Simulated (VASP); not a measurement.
# Be (P-3m1) in VASP: single point with PBE

Aim: the single point of Be with PBE.

All numbers are computed with VASP 6.6.1; they aren't measurements. Logs are shortened: lines on timing, memory, paths and dates and some standing lists are left out, and cuts for length are marked.

### 1 The cell of the first run

The structure is trigonal, space group P-3m1 (No. 164). The conventional cell has a = 2.265 Å, b = 2.265 Å, c = 3.574 Å, α = 90.00°, β = 90.00°, γ = 120.00°. Within 2.7 Å of Be (site symmetry 3m) lie 12 Be at 2.06 to 2.38 Å.

### 2 Single point, PBE

INCAR

```
SYSTEM = Be
  PREC = Accurate
  ENCUT = 520
  EDIFF = 1E-6
  ISMEAR = 0
  SIGMA = 0.1
  LREAL = .FALSE.
  LASPH = .TRUE.
  NELM = 80
  ALGO = Normal
  ISIF = 2
  LWAVE = .FALSE.
  LCHARG = .FALSE.
  GGA = PE
  NBANDS = 9
  NELECT = 2.0
```

KPOINTS

```
Automatic mesh
0
G
  3 3 2
  0 0 0
```

POSCAR

```
Be
1.0
    2.2647826536      0.0000000000      0.0000000000
   -1.1323913268      1.9613593121      0.0000000000
    0.0000000000      0.0000000000      3.5741024600
Be
2
Direct
    0.3333333333      0.6666666667      0.8059581048
    0.6666666667      0.3333333333      0.2500000000
```

Potentials or basis: VASP PAW PBE potentials, release 64 (Be).

The run is started by

```
cat potpaw_PBE.64/Be/POTCAR > POTCAR
mpirun -np 1 vasp_std > vasp.out
```

OUTCAR:

```text
SYSTEM = Be
   PREC = Accurate
   ENCUT = 520
   EDIFF = 1E-6
   ISMEAR = 0
   LREAL = .FALSE.
   LASPH = .TRUE.
   NELM = 80
   ISIF = 2
   GGA = PE
   NELECT = 2.0

 ion  position               nearest neighbor table
   1  0.333  0.667  0.806-   2 2.06   2 2.06   2 2.06   2 2.38   2 2.38   2 2.38
   2  0.667  0.333  0.250-   1 2.06   1 2.06   1 2.06   1 2.38   1 2.38   1 2.38

  LATTYP: Found a hexagonal cell.
 ALAT       =     2.2647826536
 C/A-ratio  =     1.5781216155

  Lattice vectors:

 A1 = (   2.2647826536,   0.0000000000,   0.0000000000)
 A2 = (  -1.1323913268,   1.9613593121,   0.0000000000)
 A3 = (   0.0000000000,   0.0000000000,   3.5741024600)

Analysis of symmetry for initial positions (statically):
=====================================================================
 Subroutine PRICEL returns:
 Original cell was already a primitive cell.

 Routine SETGRP: Setting up the symmetry group for a
 hexagonal supercell.

 Subroutine GETGRP returns: Found 12 space group operations
 (whereof  6 operations were pure point group operations)
 out of a pool of 24 trial point group operations.

The static configuration has the point symmetry C_3v.
 The point group associated with its full space group is D_3d.

Analysis of symmetry for dynamics (positions and initial velocities):
=====================================================================
 Subroutine PRICEL returns:
 Original cell was already a primitive cell.

 Routine SETGRP: Setting up the symmetry group for a
 hexagonal supercell.

 Subroutine GETGRP returns: Found 12 space group operations
 (whereof  6 operations were pure point group operations)
 out of a pool of 24 trial point group operations.

The dynamic configuration has the point symmetry C_3v.
 The point group associated with its full space group is D_3d.

 Subroutine INISYM returns: Found 12 space group operations
 (whereof  6 operations are pure point group operations),
 and found     1 'primitive' translations

----------------------------------------------------------------------------------------

                                     Primitive cell

  volume of cell :      15.8764

  direct lattice vectors                    reciprocal lattice vectors
     2.264782654  0.000000000  0.000000000     0.441543474  0.254925243  0.000000000
    -1.132391327  1.961359312  0.000000000     0.000000000  0.509850487  0.000000000
     0.000000000  0.000000000  3.574102460     0.000000000  0.000000000  0.279790524

  length of vectors
     2.264782654  2.264782654  3.574102460     0.509850487  0.509850487  0.279790524

  position of ions in fractional coordinates (direct lattice)
     0.333333333  0.666666667  0.805958105
     0.666666667  0.333333333  0.250000000

  ion indices of the primitive-cell ions
   primitive index   ion index
                 1           1
                 2           2

----------------------------------------------------------------------------------------

 KPOINTS: Automatic mesh

Automatic generation of k-mesh.
 Grid dimensions read from file:
 generate k-points for:    3    3    2

 Generating k-lattice:

  Cartesian coordinates                     Fractional coordinates (reciprocal lattice)
     0.147181158  0.084975081  0.000000000     0.333333333  0.000000000  0.000000000
     0.000000000  0.169950162  0.000000000     0.000000000  0.333333333  0.000000000
     0.000000000  0.000000000  0.139895262     0.000000000  0.000000000  0.500000000

  Length of vectors
     0.169950162  0.169950162  0.139895262

  Shift w.r.t. Gamma in fractional coordinates (k-lattice)
     0.000000000  0.000000000  0.000000000

 Subroutine IBZKPT returns following result:
 ===========================================

 Found      6 irreducible k-points:

 Following reciprocal coordinates:
            Coordinates               Weight
  0.000000  0.000000  0.000000      1.000000
  0.333333  0.000000  0.000000      6.000000
  0.333333  0.333333  0.000000      2.000000
  0.000000  0.000000  0.500000      1.000000
  0.333333  0.000000  0.500000      6.000000
  0.333333  0.333333  0.500000      2.000000
   k-points           NKPTS =      6   k-points in BZ     NKDIM =      6   number of bands    NBANDS=      9
   number of dos      NEDOS =    301   number of ions     NIONS =      2
   total plane-waves  NPLWV =   9072
   dimension x,y,z NGX =    18 NGY =   18 NGZ =   28
   dimension x,y,z NGXF=    36 NGYF=   36 NGZF=   56
   ions per type =               2
   NGX,Y,Z   is equivalent  to a cutoff of  13.21, 13.21, 13.02 a.u.
   NGXF,Y,Z  is equivalent  to a cutoff of  26.43, 26.43, 26.05 a.u.
 SYSTEM =  Be
   PREC   = accura    normal or accurate (medium, high low for compatibility)
   ISTART =      0    job   : 0-new  1-cont  2-samecut
   ICHARG =      2    charge: 1-file 2-atom 10-const
   ISPIN  =      1    spin polarized calculation?
   LNONCOLLINEAR =      F non collinear calculations
   LSORBIT =      F    spin-orbit coupling
   LASPH  =      T    aspherical Exc in radial PAW
   ENCUT  =  520.0 eV  38.22 Ry    6.18 a.u.   4.21  4.21  6.65*2*pi/ulx,y,z
   NELM   =     80;   NELMIN=  2; NELMDL= -5     # of ELM steps
   EDIFF  = 0.1E-05   stopping-criterion for ELM
   LREAL  =      F    real-space projection
   EDIFFG = 0.1E-04   stopping-criterion for IOM
   NSW    =      0    number of steps for IOM
   IBRION =     -1    ionic relax: 0-MD 1-quasi-New 2-CG
   NFREE  =      0    steps in history (QN), initial steepest desc. (CG)
   ISIF   =      2    stress and relaxation
   ISYM   =      2    0-nonsym 1-usesym 2-fastsym
   POTIM  = 0.5000    time-step for ionic-motion
   TEBEG  =    0.0;   TEEND  =   0.0 temperature during run
   PSTRESS=    0.0 pullay stress
   NELECT =       2.0000    total number of electrons
   NUPDOWN=      -1.0000    fix difference up-down
   EMIN   =  10.00;   EMAX   =-10.00  energy-range for DOS
   EFERMI =   0.00;   METHOD = LEGACY
   ISMEAR =     0;   SIGMA  =   0.10  broadening in eV -4-tet -1-fermi 0-gaus
   EFERMI_NEDOS =   21; number of points for ismear=-14 and -15
   IALGO  =     38    algorithm
   IMIX   =      4    mixing-type and parameters
     AMIX     =   0.40;   BMIX     =  1.00
     AMIX_MAG =   1.60;   BMIX_MAG =  1.00
  volume/ion in A,a.u.               =       7.94        53.57
  Fermi-wavevector in a.u.,A,eV,Ry     =   0.820669  1.550839  9.163487  0.673497
  Thomas-Fermi vector in A             =   1.931692
   LORBIT       =      0    0 simple, 1 ext, 2 COOP (PROOUT), +10 PAW based schemes
   GGA     = PE    functional components
   LHFCALC =     F    Hartree Fock is set to
   AEXX    =    0.0000 exact exchange contribution
   IVDW    =     0    specifies the selected vdW correction
   LEPSILON=     F    determine dielectric tensor
   LRPA    =     F    only Hartree local field effects (RPA)
 non-spin polarized calculation
 Gauss-broadening in eV      SIGMA  =   0.10
  energy-cutoff  :      520.00
  volume of cell :       15.88
 maximum number of plane-waves:       446
 NGX is ok and might be reduce to    18
   NGX =  9   NGY =  9   NGZ = 13

 number of electron       2.0000000 magnetization

 Free energy of the ion-electron system (eV)
  ---------------------------------------------------
  ext. energy  EPLUGINS =         0.00000000
  ---------------------------------------------------
  free energy    TOTEN  =       -17.68569657 eV

  energy without entropy =      -17.66689025  energy(sigma->0) =      -17.67629341

 E-fermi :   3.4725     XC(G=0):  -8.6334

 val. band max:        3.4725049064   @ k =   0.3333   0.0000   0.5000
 cond. band min:       4.5440740496   @ k =   0.0000   0.0000   0.0000
 fundamental gap:      1.0715691432
 Fermi energy:         3.4725049064

 k-point     1 :       0.0000    0.0000    0.0000
  band No.  band energies     occupation
      1      -2.5195      2.00000
      2       4.5441      0.00000
      3       9.6841      0.00000
      4      24.2830      0.00000
      5      24.2830      0.00000
      6      27.2954      0.00000
      7      27.2954      0.00000
      8      29.9199      0.00000
      9      35.8430      0.00000

 k-point     2 :       0.3333    0.0000    0.0000
  band No.  band energies     occupation
      1       0.6240      2.00000
      2       8.6285      0.00000
      3       9.1041      0.00000
      4      15.0197      0.00000
      5      18.8235      0.00000
      6      21.0296      0.00000
      7      22.4922      0.00000
      8      26.2847      0.00000
      9      28.3466      0.00000

 k-point     3 :       0.3333    0.3333    0.0000
  band No.  band energies     occupation
      1       6.2885      0.00000
      2       7.6236      0.00000
      3       7.6236      0.00000
      4      15.5533      0.00000
      5      15.5533      0.00000
      6      15.6205      0.00000
      7      21.2723      0.00000
      8      22.7368      0.00000
      9      22.7368      0.00000

 k-point     4 :       0.0000    0.0000    0.5000
  band No.  band energies     occupation
      1      -0.9038      2.00000
      2       0.2931      2.00000
      3      17.7494      0.00000
      4      21.2015      0.00000
      5      25.3030      0.00000
      6      25.3030      0.00000
      7      26.6487      0.00000
      8      26.6487      0.00000
      9      35.5551      0.00000

 k-point     5 :       0.3333    0.0000    0.5000
  band No.  band energies     occupation
      1       2.1456      2.00000
      2       3.4725      1.00000
      3      13.4646      0.00000
      4      15.3923      0.00000
      5      20.3844      0.00000
      6      21.0137      0.00000
      7      22.7001      0.00000
      8      24.0291      0.00000
      9      28.9500      0.00000

 k-point     6 :       0.3333    0.3333    0.5000
  band No.  band energies     occupation
      1       7.5012      0.00000
      2       7.5012      0.00000
      3       8.1970      0.00000
      4      10.2802      0.00000
      5      15.1772      0.00000
      6      15.1772      0.00000
      7      24.9177      0.00000
      8      24.9177      0.00000
      9      32.5570      0.00000

------------------------ aborting loop because EDIFF is reached ----------------------------------------

  FORCE on cell =-STRESS in cart. coord.  units (eV):
  Direction    XX          YY          ZZ          XY          YZ          ZX
  --------------------------------------------------------------------------------------
  -------------------------------------------------------------------------------------
  Total      -13.1758085    -13.1758085    -11.7218902      0.0000000      0.0000000      0.0000000
  in kB    -1329.6494722  -1329.6494722  -1182.9258968      0.0000000      0.0000000      0.0000000
  external PRESSURE =   -1280.7416137 kB  Pullay stress =       0.0000000 kB

 VOLUME and BASIS-vectors are now :
 -----------------------------------------------------------------------------
  energy-cutoff  :      520.00
  volume of cell :       15.88
      direct lattice vectors                 reciprocal lattice vectors
     2.264782654  0.000000000  0.000000000     0.441543474  0.254925243  0.000000000
    -1.132391327  1.961359312  0.000000000     0.000000000  0.509850487  0.000000000
     0.000000000  0.000000000  3.574102460     0.000000000  0.000000000  0.279790524

 POSITION                                       TOTAL-FORCE (eV/Angst)
 -----------------------------------------------------------------------------------
     -0.00000      1.30757      2.88058        -0.000000     -0.000000     -1.974946
      1.13239      0.65379      0.89353         0.000000      0.000000      1.974946
 -----------------------------------------------------------------------------------
    total drift:                               -0.000000     -0.000000      0.000000

  FREE ENERGIE OF THE ION-ELECTRON SYSTEM (eV)
  ---------------------------------------------------
  free  energy   TOTEN  =       -17.6856965716 eV

  energy  without entropy=      -17.6668902522  energy(sigma->0) =      -17.67629341
```

Wall time 2 s (1 thread of Intel Xeon Platinum 8259CL at 2.50GHz (Skylake/Cascade Lake), shared host); peak memory 0.11 GiB.

Results:

| Item | Value |
| --- | --- |
| Free energy | -17.6857 eV |
| Largest force | 1.975 eV/Å |

Forces in eV/Å, atoms in the order of the input:
```
Be   0.000  0.000 -1.975
Be   0.000  0.000  1.975
```

Caveat: the k points lie up to 1.07 Å⁻¹ apart; the cell carries a net charge on a neutralising background, which shifts energy and pressure; the cell is charged against a uniform background, so pressure and absolute levels hang on convention; forces of over 1 eV/Å act on the atoms, so gaps and moduli don't describe the material at rest.
